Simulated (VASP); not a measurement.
# C (P-1) in VASP: a series of runs, part 2 of 2

VASP 6.6.1. The steps go on from the part before.

### 4 Single point, LDA

INCAR reads:

```
SYSTEM = C
ALGO = Normal
EDIFF = 1E-6
ENCUT = 520
GGA = CA
ISIF = 2
ISMEAR = 0
LASPH = .True.
LCHARG = .False.
LREAL = .False.
LWAVE = .False.
NBANDS = 26
NELM = 80
PREC = Accurate
SIGMA = 0.03
```

KPOINTS reads:

```
k-points
0
Gamma
  15 15 3
  0 0 0
```

POSCAR reads:

```
C
1.0
   -1.2226660053     -2.1164534110      0.0000000000
    1.2226660053     -2.1164534110      0.0000000000
    0.5434071135     -1.8812919209     13.4515291704
C
8
Direct
    0.3055186559      0.2499631004      0.1250000000
    0.7499631004      0.5832964337      0.3750000000
    0.1944075448     -0.0833702330      0.6250000000
    0.6388519893      0.2499631004      0.8750000000
    0.6389257885      0.5833702330      0.1250000000
    0.0833702330     -0.0832964337      0.3750000000
    0.5278146774      0.2500368996      0.6250000000
   -0.0277408781     -0.4166297670      0.8750000000
```

Potentials or basis: VASP PAW LDA potentials, release 64 (C).

On the command line:

```
> cat potpaw_LDA.64/C/POTCAR > POTCAR
> mpirun -np 1 vasp_std > vasp.out
```

OUTCAR:

```text
SYSTEM = C
   EDIFF = 1E-6
   ENCUT = 520
   GGA = CA
   ISIF = 2
   ISMEAR = 0
   LASPH = .True.
   LREAL = .False.
   NELM = 80
   PREC = Accurate

 ion  position               nearest neighbor table
   1  0.306  0.250  0.125-   5 1.41   5 1.41   5 1.41
   2  0.750  0.583  0.375-   6 1.41   6 1.41   6 1.41
   3  0.194  0.917  0.625-   7 1.41   7 1.41   7 1.41
   4  0.639  0.250  0.875-   8 1.41   8 1.41   8 1.41
   5  0.639  0.583  0.125-   1 1.41   1 1.41   1 1.41
   6  0.083  0.917  0.375-   2 1.41   2 1.41   2 1.41
   7  0.528  0.250  0.625-   3 1.41   3 1.41   3 1.41
   8  0.972  0.583  0.875-   4 1.41   4 1.41   4 1.41

  LATTYP: Found a triclinic cell.
 ALAT       =     4.2329068220
 B/A-ratio  =     0.5774366428
 C/A-ratio  =     3.2855409277
 COS(alpha) =     0.0096325015
 COS(beta)  =     0.1352728376
 COS(gamma) =     0.8658958628

  Lattice vectors:

 A1 = (   0.0000000000,   4.2329068220,   0.0000000000)
 A2 = (   1.2226660053,   2.1164534110,   0.0000000000)
 A3 = (  -2.9887391241,   1.8812919209, -13.4515291704)

Analysis of symmetry for initial positions (statically):
=====================================================================
 Subroutine PRICEL returns:
 Original cell was already a primitive cell.

 Routine SETGRP: Setting up the symmetry group for a
 triclinic supercell.

 Subroutine GETGRP returns: Found  2 space group operations
 (whereof  1 operations were pure point group operations)
 out of a pool of  2 trial point group operations.

The static configuration has the point symmetry C_1 .
 The point group associated with its full space group is S_2 .

Analysis of symmetry for dynamics (positions and initial velocities):
[... 144 lines left out ...]
     AMIX_MAG =   1.60;   BMIX_MAG =  1.00
  volume/ion in A,a.u.               =       8.70        58.73
  Fermi-wavevector in a.u.,A,eV,Ry     =   1.263433  2.387541 21.718463  1.596262
  Thomas-Fermi vector in A             =   2.396790
   LORBIT       =      0    0 simple, 1 ext, 2 COOP (PROOUT), +10 PAW based schemes
   GGA     = CA    functional components
   LHFCALC =     F    Hartree Fock is set to
   AEXX    =    0.0000 exact exchange contribution
   IVDW    =     0    specifies the selected vdW correction
   LEPSILON=     F    determine dielectric tensor
   LRPA    =     F    only Hartree local field effects (RPA)
 non-spin polarized calculation
 Gauss-broadening in eV      SIGMA  =   0.03
  energy-cutoff  :      520.00
  volume of cell :       69.62
 maximum number of plane-waves:      1906
   NGX =  9   NGY =  9   NGZ = 51

 number of electron      31.9999999 magnetization

 Free energy of the ion-electron system (eV)
  ---------------------------------------------------
  ext. energy  EPLUGINS =         0.00000000
  ---------------------------------------------------
  free energy    TOTEN  =       -80.86951176 eV

  energy without entropy =      -80.86951010  energy(sigma->0) =      -80.86951093

 E-fermi :   4.6751     XC(G=0): -10.7867

 val. band max:        4.6138998223   @ k =  -0.3333   0.3333   0.0000
 cond. band min:       4.7359474107   @ k =  -0.3333   0.3333   0.0000
 fundamental gap:      0.1220475883
 Fermi energy:         4.6750695144

 k-point     1 :       0.0000    0.0000    0.0000
  band No.  band energies     occupation
      1     -14.9427      2.00000
      2     -14.7920      2.00000
      3     -14.7917      2.00000
      4     -14.6302      2.00000
      5      -4.0579      2.00000
      6      -3.1501      2.00000
[... 685 lines left out ...]
     25      14.8543      0.00000
     26      14.8851      0.00000

 [... further k-points ...]

------------------------ aborting loop because EDIFF is reached ----------------------------------------

  FORCE on cell =-STRESS in cart. coord.  units (eV):
  Direction    XX          YY          ZZ          XY          YZ          ZX
  --------------------------------------------------------------------------------------
  -------------------------------------------------------------------------------------
  Total        0.5756065      0.6146276      0.0440534      0.0075090      0.0355207      0.0831702
  in kB       13.2470172     14.1450490      1.0138464      0.1728125      0.8174737      1.9140805
  external PRESSURE =       9.4686375 kB  Pullay stress =       0.0000000 kB

 VOLUME and BASIS-vectors are now :
 -----------------------------------------------------------------------------
  energy-cutoff  :      520.00
  volume of cell :       69.62
      direct lattice vectors                 reciprocal lattice vectors
    -1.222666005 -2.116453411  0.000000000    -0.408942424 -0.236244274 -0.016520220
     1.222666005 -2.116453411  0.000000000     0.408942424 -0.236244274 -0.049560660
     0.543407114 -1.881291921 13.451529170     0.000000000  0.000000000  0.074340990

 POSITION                                       TOTAL-FORCE (eV/Angst)
 -----------------------------------------------------------------------------------
      0.00000     -1.41081      1.68144         0.012040      0.000829      0.016015
     -0.00000     -3.52727      5.04432         0.000357     -0.001794      0.000926
      1.22267     -3.52727      8.40721        -0.000340     -0.001540     -0.000488
      0.00000     -3.52727     11.77009        -0.011159     -0.010972     -0.018264
      0.00000     -2.82209      1.68144         0.011159      0.010972      0.018264
      1.22267     -2.82209      5.04432         0.000340      0.001540      0.000488
     -0.00000     -2.82209      8.40721        -0.000357      0.001794     -0.000926
      0.00000     -4.93855     11.77009        -0.012040     -0.000829     -0.016015
 -----------------------------------------------------------------------------------
    total drift:                                0.000000     -0.000000      0.000000

  FREE ENERGIE OF THE ION-ELECTRON SYSTEM (eV)
  ---------------------------------------------------
  free  energy   TOTEN  =       -80.8695117597 eV

  energy  without entropy=      -80.8695101049  energy(sigma->0) =      -80.86951093
```

OSZICAR:

```text
N       E                     dE             d eps       ncg     rms          rms(c)
DAV:   1     0.948504007986E+02    0.94850E+02   -0.16157E+04 17576   0.114E+03
DAV:   2    -0.785713513322E+02   -0.17342E+03   -0.16197E+03 23182   0.241E+02
DAV:   3    -0.865853829951E+02   -0.80140E+01   -0.79441E+01 22990   0.490E+01
DAV:   4    -0.866915111159E+02   -0.10613E+00   -0.10599E+00 22432   0.669E+00
DAV:   5    -0.866940928186E+02   -0.25817E-02   -0.25806E-02 22304   0.991E-01    0.134E+01
DAV:   6    -0.822413567125E+02    0.44527E+01   -0.41796E+00 19956   0.967E+00    0.760E+00
DAV:   7    -0.808732777581E+02    0.13681E+01   -0.46848E+00 20794   0.103E+01    0.202E+00
DAV:   8    -0.808722200440E+02    0.10577E-02   -0.19811E-01 20314   0.215E+00    0.403E-01
DAV:   9    -0.808695885532E+02    0.26315E-02   -0.62275E-03 23086   0.415E-01    0.134E-01
DAV:  10    -0.808695160731E+02    0.72480E-04   -0.70256E-04 22186   0.135E-01    0.803E-02
DAV:  11    -0.808695116793E+02    0.43939E-05   -0.18287E-05 23008   0.235E-02    0.101E-02
DAV:  12    -0.808695117597E+02   -0.80400E-07   -0.32559E-07 16472   0.330E-03
   1 F= -.80869512E+02 E0= -.80869511E+02  d E =-.165474E-05
```

It took 7.7 min on 1 thread of Intel Xeon Platinum 8259CL at 2.50GHz (Skylake/Cascade Lake), shared host; peak memory 0.45 GiB.

What came out:

* Free energy: -80.8695 eV
* Pressure: 0.9 GPa
* Largest force: 0.024 eV/Å

Forces in eV/Å, atoms in the order of the input:
```
C    0.012  0.001  0.016
C    0.000 -0.002  0.001
C    0.000 -0.002  0.000
C   -0.011 -0.011 -0.018
C    0.011  0.011  0.018
C    0.000  0.002  0.000
C    0.000  0.002 -0.001
C   -0.012 -0.001 -0.016
```

### 5 Single point, LDA

INCAR reads:

```
SYSTEM = C
PREC = Accurate
ENCUT = 520
EDIFF = 1E-7
ISMEAR = 0
SIGMA = 0.03
LREAL = .False.
LASPH = .True.
NELM = 80
ALGO = Normal
ISIF = 2
LWAVE = .False.
LCHARG = .False.
NBANDS = 26
```

KPOINTS reads:

```
regular mesh
0
Gamma
  15 15 3
  0 0 0
```

POSCAR reads:

```
C
1.0
   -1.2226660053     -2.1164534110      0.0000000000
    1.2226660053     -2.1164534110      0.0000000000
    0.8151106702     -1.8812919209     13.4515291704
C
8
Direct
    0.3194075448      0.2360742115      0.1250000000
    0.7916297670      0.5416297670      0.3750000000
    0.2638519893     -0.1528146774      0.6250000000
    0.7360742115      0.1527408781      0.8750000000
    0.6528146774      0.5694813441      0.1250000000
    0.1250368996     -0.1249631004      0.3750000000
    0.5972591219      0.1805924552      0.6250000000
    0.0694813441     -0.5138519893      0.8750000000
```

On the command line:

```
> cat potpaw_LDA.64/C/POTCAR > POTCAR
> mpirun -np 1 vasp_std > vasp.out
```

Wall time 13 min (1 thread of Intel Xeon 8259CL, shared host); peak memory 0.46 GiB.

It converged, with:

* Free energy: -80.8756 eV
* Pressure: 0.9 GPa
* Largest force: 0.015 eV/Å

Forces on the atoms (eV/Å):
```
C    0.010  0.000  0.003
C    0.000 -0.002  0.000
C    0.000 -0.002  0.000
C   -0.009 -0.008 -0.009
C    0.009  0.008  0.009
C    0.000  0.002  0.000
C    0.000  0.002  0.000
C   -0.010  0.000 -0.003
```

Stress tensor (GPa, compression positive):
```
 1.39  0.02  0.15
 0.02  1.43  0.06
 0.15  0.06 -0.07
```

### 6 Overview

```csv
cell,pressure (GPa),largest force (eV/Å)
"a = 2.444, b = 2.444, c = 13.585 Å, angles 82.5, 83.7, 60.0°, 8 atoms",1.0,0.03
"a = 2.444, b = 2.444, c = 13.558 Å, angles 83.1, 84.8, 60.0°, 8 atoms",0.9,0.02
"a = 2.444, b = 2.444, c = 13.593 Å, angles 82.0, 84.3, 60.0°, 8 atoms",0.9,0.02
"a = 2.444, b = 2.444, c = 13.607 Å, angles 81.4, 84.9, 60.0°, 8 atoms",0.9,0.02
```

Alike in all rows: task single point; level LDA; potentials or basis VASP PAW LDA potentials, release 64 (C); no spin polarisation; k mesh 15 × 15 × 3; cutoff (eV) 520; smearing gaussian 0.03 eV.

Total energies depend on the potentials used, so only differences within one code and one set of settings carry meaning.
